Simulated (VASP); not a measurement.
# La3Tl (P4/mmm) in VASP: a series of runs

La3Tl is run at these levels: LDA; tasks: single point.

Everything below comes from runs of VASP 6.6.1. Logs are shortened: lines on timing, memory, paths and dates and some standing lists are left out, and cuts for length are marked.

### 1 The cell of the first run

Symmetry: P4/mmm, No. 123, tetragonal system. Conventional cell: a = 5.009 Å, b = 5.009 Å, c = 5.060 Å, α = 90.00°, β = 90.00°, γ = 90.00°. La (site symmetry mmm) has 8 La at 3.54 to 3.56 Å and 4 Tl at 3.56 Å within 4.7 Å. Within 4.7 Å of La (site symmetry 4/mmm) lie 4 Tl at 3.54 Å and 8 La at 3.56 Å. Within 4.7 Å of Tl (site symmetry 4/mmm) lie 12 La at 3.54 to 3.56 Å.

### 2 Single point, LDA (equal xx and yy strain of -1 %)

File INCAR:

```
SYSTEM = La3Tl
  PREC = Accurate
  ENCUT = 520
  EDIFF = 1E-6
  ISMEAR = -1
  SIGMA = 0.08
  LREAL = .False.
  LASPH = .True.
  NELM = 60
  ALGO = Normal
  ISIF = 2
  LWAVE = .False.
  LCHARG = .False.
  NBANDS = 31
```

File KPOINTS:

```
Automatic mesh
0
Gamma
  8 8 8
  0 0 0
```

File POSCAR:

```
La3Tl
1.0
    5.0094000000      0.0000000000      0.0000000000
    0.0000000000      5.0094000000      0.0000000000
    0.0000000000      0.0000000000      5.0600000000
La Tl
3 1
Direct
    0.0000000000      0.5000000000      0.5000000000
    0.5000000000      0.0000000000      0.5000000000
    0.5000000000      0.5000000000      0.0000000000
    0.0000000000      0.0000000000      0.0000000000
```

Potentials or basis: VASP PAW LDA potentials, release 64 (La, Tl_d).

On the command line:

```sh
$ cat potpaw_LDA.64/La/POTCAR potpaw_LDA.64/Tl_d/POTCAR > POTCAR
$ mpirun -np 1 vasp_std > vasp.out
```

OUTCAR:

```text
SYSTEM = La3Tl
   PREC = Accurate
   ENCUT = 520
   EDIFF = 1E-6
   ISMEAR = -1
   LREAL = .False.
   LASPH = .True.
   NELM = 60
   ISIF = 2

 ion  position               nearest neighbor table
   1  0.000  0.500  0.500-   2 3.54   2 3.54   2 3.54   2 3.54   4 3.56   3 3.56   4 3.56   4 3.56
                             4 3.56   3 3.56   3 3.56   3 3.56
   2  0.500  0.000  0.500-   1 3.54   1 3.54   1 3.54   1 3.54   4 3.56   3 3.56   3 3.56   3 3.56
                             4 3.56   4 3.56   4 3.56   3 3.56
   3  0.500  0.500  0.000-   4 3.54   4 3.54   4 3.54   4 3.54   2 3.56   2 3.56   2 3.56   2 3.56
                             1 3.56   1 3.56   1 3.56   1 3.56
   4  0.000  0.000  0.000-   3 3.54   3 3.54   3 3.54   3 3.54   2 3.56   1 3.56   2 3.56   1 3.56
                             2 3.56   1 3.56   2 3.56   1 3.56

  LATTYP: Found a simple tetragonal cell.
 ALAT       =     5.0094000000
 C/A-ratio  =     1.0101010101

  Lattice vectors:

 A1 = (   5.0094000000,   0.0000000000,   0.0000000000)
 A2 = (   0.0000000000,   5.0094000000,   0.0000000000)
 A3 = (   0.0000000000,   0.0000000000,   5.0600000000)

Analysis of symmetry for initial positions (statically):
=====================================================================
 Subroutine PRICEL returns:
 Original cell was already a primitive cell.

 Routine SETGRP: Setting up the symmetry group for a
 simple tetragonal supercell.

 Subroutine GETGRP returns: Found 16 space group operations
 (whereof 16 operations were pure point group operations)
 out of a pool of 16 trial point group operations.

The static configuration has the point symmetry D_4h.

Analysis of symmetry for dynamics (positions and initial velocities):
=====================================================================
 Subroutine PRICEL returns:
 Original cell was already a primitive cell.

 Routine SETGRP: Setting up the symmetry group for a
 simple tetragonal supercell.

 Subroutine GETGRP returns: Found 16 space group operations
 (whereof 16 operations were pure point group operations)
 out of a pool of 16 trial point group operations.

The dynamic configuration has the point symmetry D_4h.

 Subroutine INISYM returns: Found 16 space group operations
 (whereof 16 operations are pure point group operations),
 and found     1 'primitive' translations

----------------------------------------------------------------------------------------

                                     Primitive cell

  volume of cell :     126.9761

  direct lattice vectors                    reciprocal lattice vectors
     5.009400000  0.000000000  0.000000000     0.199624706  0.000000000  0.000000000
     0.000000000  5.009400000  0.000000000     0.000000000  0.199624706  0.000000000
     0.000000000  0.000000000  5.060000000     0.000000000  0.000000000  0.197628458

  length of vectors
     5.009400000  5.009400000  5.060000000     0.199624706  0.199624706  0.197628458

  position of ions in fractional coordinates (direct lattice)
     0.000000000  0.500000000  0.500000000
     0.500000000  0.000000000  0.500000000
     0.500000000  0.500000000  0.000000000
     0.000000000  0.000000000  0.000000000

  ion indices of the primitive-cell ions
   primitive index   ion index
                 1           1
                 2           2
                 3           3
                 4           4

----------------------------------------------------------------------------------------

 KPOINTS: Automatic mesh

Automatic generation of k-mesh.
 Grid dimensions read from file:
 generate k-points for:    8    8    8

 Generating k-lattice:

  Cartesian coordinates                     Fractional coordinates (reciprocal lattice)
     0.024953088  0.000000000  0.000000000     0.125000000  0.000000000  0.000000000
     0.000000000  0.024953088  0.000000000     0.000000000  0.125000000  0.000000000
     0.000000000  0.000000000  0.024703557     0.000000000  0.000000000  0.125000000

  Length of vectors
     0.024953088  0.024953088  0.024703557

  Shift w.r.t. Gamma in fractional coordinates (k-lattice)
     0.000000000  0.000000000  0.000000000

 Subroutine IBZKPT returns following result:
 ===========================================

 Found     75 irreducible k-points:

 Following reciprocal coordinates:
            Coordinates               Weight
  0.000000  0.000000  0.000000      1.000000
  0.125000  0.000000  0.000000      4.000000
  0.250000  0.000000  0.000000      4.000000
  0.375000  0.000000  0.000000      4.000000
  0.500000  0.000000  0.000000      2.000000
  0.125000  0.125000  0.000000      4.000000
[... 16 lines left out ...]
  0.375000  0.125000  0.125000     16.000000
  0.500000  0.125000  0.125000      8.000000
 [... further k-points ...]
   k-points           NKPTS =     75   k-points in BZ     NKDIM =     75   number of bands    NBANDS=     31
   number of dos      NEDOS =    301   number of ions     NIONS =      4
   total plane-waves  NPLWV =  64000
   dimension x,y,z NGX =    40 NGY =   40 NGZ =   40
   dimension x,y,z NGXF=    80 NGYF=   80 NGZF=   80
   ions per type =               3   1
   NGX,Y,Z   is equivalent  to a cutoff of  13.27, 13.27, 13.14 a.u.
   NGXF,Y,Z  is equivalent  to a cutoff of  26.55, 26.55, 26.28 a.u.
 SYSTEM =  La3Tl
   PREC   = accura    normal or accurate (medium, high low for compatibility)
   ISTART =      0    job   : 0-new  1-cont  2-samecut
   ICHARG =      2    charge: 1-file 2-atom 10-const
   ISPIN  =      1    spin polarized calculation?
   LNONCOLLINEAR =      F non collinear calculations
   LSORBIT =      F    spin-orbit coupling
   LASPH  =      T    aspherical Exc in radial PAW
   ENCUT  =  520.0 eV  38.22 Ry    6.18 a.u.   9.31  9.31  9.41*2*pi/ulx,y,z
   NELM   =     60;   NELMIN=  2; NELMDL= -5     # of ELM steps
   EDIFF  = 0.1E-05   stopping-criterion for ELM
   LREAL  =      F    real-space projection
   EDIFFG = 0.1E-04   stopping-criterion for IOM
   NSW    =      0    number of steps for IOM
   IBRION =     -1    ionic relax: 0-MD 1-quasi-New 2-CG
   NFREE  =      0    steps in history (QN), initial steepest desc. (CG)
   ISIF   =      2    stress and relaxation
   ISYM   =      2    0-nonsym 1-usesym 2-fastsym
   POTIM  = 0.5000    time-step for ionic-motion
   TEBEG  =    0.0;   TEEND  =   0.0 temperature during run
   PSTRESS=    0.0 pullay stress
   NELECT =      46.0000    total number of electrons
   NUPDOWN=      -1.0000    fix difference up-down
   EMIN   =  10.00;   EMAX   =-10.00  energy-range for DOS
   EFERMI =   0.00;   METHOD = LEGACY
   ISMEAR =    -1;   SIGMA  =   0.08  broadening in eV -4-tet -1-fermi 0-gaus
   EFERMI_NEDOS =   21; number of points for ismear=-14 and -15
   IALGO  =     38    algorithm
   IMIX   =      4    mixing-type and parameters
     AMIX     =   0.40;   BMIX     =  1.00
     AMIX_MAG =   1.60;   BMIX_MAG =  1.00
  volume/ion in A,a.u.               =      31.74       214.22
  Fermi-wavevector in a.u.,A,eV,Ry     =   1.167043  2.205391 18.530985  1.361989
  Thomas-Fermi vector in A             =   2.303548
   LORBIT       =      0    0 simple, 1 ext, 2 COOP (PROOUT), +10 PAW based schemes
   GGA     = CA    functional components
   LHFCALC =     F    Hartree Fock is set to
   AEXX    =    0.0000 exact exchange contribution
   IVDW    =     0    specifies the selected vdW correction
   LEPSILON=     F    determine dielectric tensor
   LRPA    =     F    only Hartree local field effects (RPA)
 non-spin polarized calculation
  energy-cutoff  :      520.00
  volume of cell :      126.98
 maximum number of plane-waves:      3448
 NGX is ok and might be reduce to    40
   NGX = 19   NGY = 19   NGZ = 19

 number of electron      46.0000000 magnetization

 Free energy of the ion-electron system (eV)
  ---------------------------------------------------
  ext. energy  EPLUGINS =         0.00000000
  ---------------------------------------------------
  free energy    TOTEN  =       -20.87822633 eV

  energy without entropy =      -20.75724055  energy(sigma->0) =      -20.81773344

 E-fermi :   8.2882     XC(G=0): -10.3329

 val. band max:        8.2827982391   @ k =   0.3750   0.0000   0.5000
 cond. band min:       8.2954729217   @ k =   0.5000   0.5000   0.3750
 fundamental gap:      0.0126746826
 Fermi energy:         8.2881782129

 k-point     1 :       0.0000    0.0000    0.0000
  band No.  band energies     occupation
      1     -24.4416      2.00000
      2     -24.0874      2.00000
      3     -24.0808      2.00000
      4      -8.7742      2.00000
      5      -8.7693      2.00000
      6      -8.7693      2.00000
[... 23 lines left out ...]
     30      10.0186      0.00000
     31      10.0482      0.00000

 k-point     2 :       0.1250    0.0000    0.0000
  band No.  band energies     occupation
      1     -24.4297      2.00000
      2     -24.0956      2.00000
      3     -24.0848      2.00000
      4      -8.7466      2.00000
      5      -8.7408      2.00000
      6      -8.7289      2.00000
[... 23 lines left out ...]
     30      10.0033      0.00000
     31      10.0281      0.00000

 k-point     3 :       0.2500    0.0000    0.0000
  band No.  band energies     occupation
      1     -24.3964      2.00000
      2     -24.1298      2.00000
      3     -24.0848      2.00000
      4      -8.6715      2.00000
      5      -8.6631      2.00000
      6      -8.6098      2.00000
[... 23 lines left out ...]
     30       9.9975      0.00000
     31      10.0189      0.00000

 k-point     4 :       0.3750    0.0000    0.0000
  band No.  band energies     occupation
      1     -24.3507      2.00000
      2     -24.1769      2.00000
      3     -24.0843      2.00000
      4      -8.5770      2.00000
      5      -8.5646      2.00000
      6      -8.4207      2.00000
[... 635 lines left out ...]
     30       9.9280      0.00000
     31       9.9623      0.00000

 k-point    23 :       0.3750    0.1250    0.1250
  band No.  band energies     occupation
      1     -24.3326      2.00000
      2     -24.1770      2.00000
      3     -24.1017      2.00000
      4      -8.7249      2.00000
      5      -8.4473      2.00000
      6      -8.3569      2.00000
[... 23 lines left out ...]
     30       9.8146      0.00000
     31       9.9950      0.00000

 k-point    24 :       0.5000    0.1250    0.1250
  band No.  band energies     occupation
      1     -24.3042      2.00000
      2     -24.2058      2.00000
      3     -24.1014      2.00000
      4      -8.6616      2.00000
      5      -8.3796      2.00000
      6      -8.3700      2.00000
[... 23 lines left out ...]
     30       9.9001      0.00000
     31       9.9130      0.00000

 [... further k-points ...]

------------------------ aborting loop because EDIFF is reached ----------------------------------------

  FORCE on cell =-STRESS in cart. coord.  units (eV):
  Direction    XX          YY          ZZ          XY          YZ          ZX
  --------------------------------------------------------------------------------------
  -------------------------------------------------------------------------------------
  Total       -2.2675025     -2.2675025     -2.4815230      0.0000000      0.0000000      0.0000000
  in kB      -28.6112232    -28.6112232    -31.3117219      0.0000000      0.0000000      0.0000000
  external PRESSURE =     -29.5113895 kB  Pullay stress =       0.0000000 kB

 VOLUME and BASIS-vectors are now :
 -----------------------------------------------------------------------------
  energy-cutoff  :      520.00
  volume of cell :      126.98
      direct lattice vectors                 reciprocal lattice vectors
     5.009400000  0.000000000  0.000000000     0.199624706  0.000000000  0.000000000
     0.000000000  5.009400000  0.000000000     0.000000000  0.199624706  0.000000000
     0.000000000  0.000000000  5.060000000     0.000000000  0.000000000  0.197628458

 POSITION                                       TOTAL-FORCE (eV/Angst)
 -----------------------------------------------------------------------------------
      0.00000      2.50470      2.53000         0.000000      0.000000      0.000000
      2.50470      0.00000      2.53000         0.000000      0.000000      0.000000
      2.50470      2.50470      0.00000         0.000000      0.000000      0.000000
      0.00000      0.00000      0.00000         0.000000      0.000000      0.000000
 -----------------------------------------------------------------------------------
    total drift:                                0.000000     -0.000000     -0.000000

  FREE ENERGIE OF THE ION-ELECTRON SYSTEM (eV)
  ---------------------------------------------------
  free  energy   TOTEN  =       -20.8782263306 eV

  energy  without entropy=      -20.7572405518  energy(sigma->0) =      -20.81773344
```

Wall time 4.5 min (1 thread of Oxide Virtual Turin-like, shared host); peak memory 0.37 GiB.

What came out:

* Free energy: -20.8782 eV
* Pressure: -3.0 GPa
* Band gap on the k mesh: zero (band 23 reaches 8.62 eV, above the bottom of band 24 at 7.53 eV)

Caveat: the cell differs from its parent crystal (equal xx and yy strain of -1 %); spin-orbit coupling is left out, which moves the levels of the heavy elements.

### 3 Single point, LDA (equal xx and yy strain of +1 %)

File INCAR:

```
SYSTEM = La3Tl
PREC = Accurate
ENCUT = 520
EDIFF = 1E-6
ISMEAR = -1
SIGMA = 0.08
LREAL = .False.
LASPH = .True.
NELM = 80
ALGO = Normal
ISIF = 2
LWAVE = .False.
LCHARG = .False.
GGA = CA
NBANDS = 31
```

File KPOINTS:

```
regular mesh
0
Gamma
  8 8 8
  0 0 0
```

Changes to POSCAR since step 2:

```diff
@@ -2,4 +2,4 @@
 1.0
-    5.0094000000      0.0000000000      0.0000000000
-    0.0000000000      5.0094000000      0.0000000000
+    5.1106000000      0.0000000000      0.0000000000
+    0.0000000000      5.1106000000      0.0000000000
     0.0000000000      0.0000000000      5.0600000000
```

Potentials or basis: VASP PAW LDA potentials, release 64 (La, Tl_d).

On the command line:

```sh
$ cat potpaw_LDA.64/La/POTCAR potpaw_LDA.64/Tl_d/POTCAR > POTCAR
$ mpirun -np 1 vasp_std > vasp.out
```

Run time: 4.3 min. Hardware: 1 thread of Oxide Virtual Turin-like, shared host; peak memory 0.38 GiB.

The run converged. Its results:

```
Free energy            : -20.7617 eV
Pressure               : -4.3 GPa
Band gap on the k mesh : zero (band 23 reaches 8.15 eV, above the bottom of band 24 at 7.15 eV)
```

Stress tensor (GPa, compression positive):
```
-4.35  0.00  0.00
 0.00 -4.35  0.00
 0.00  0.00 -4.10
```

Levels at points of the mesh, in eV from the Fermi level:
```tsv
k point	band 21	band 22	band 23	band 24	band 25	band 26
(0.00, 0.00, 0.00)	-0.78	-0.78	-0.77	-0.73	0.76	0.76
(0.50, 0.00, 0.00)	-0.73	-0.68	-0.57	0.67	1.00	1.06
(0.50, 0.50, 0.00)	-1.34	-0.06	-0.06	0.22	0.63	0.97
(0.00, 0.00, 0.50)	-0.73	-0.73	-0.56	0.68	1.03	1.04
(0.50, 0.00, 0.50)	-1.35	-0.06	-0.03	0.25	0.59	0.97
(0.50, 0.50, 0.50)	-1.03	0.27	0.27	0.27	1.12	1.27
```

Caveat: the cell differs from its parent crystal (equal xx and yy strain of +1 %); spin-orbit coupling is left out, which moves the levels of the heavy elements.
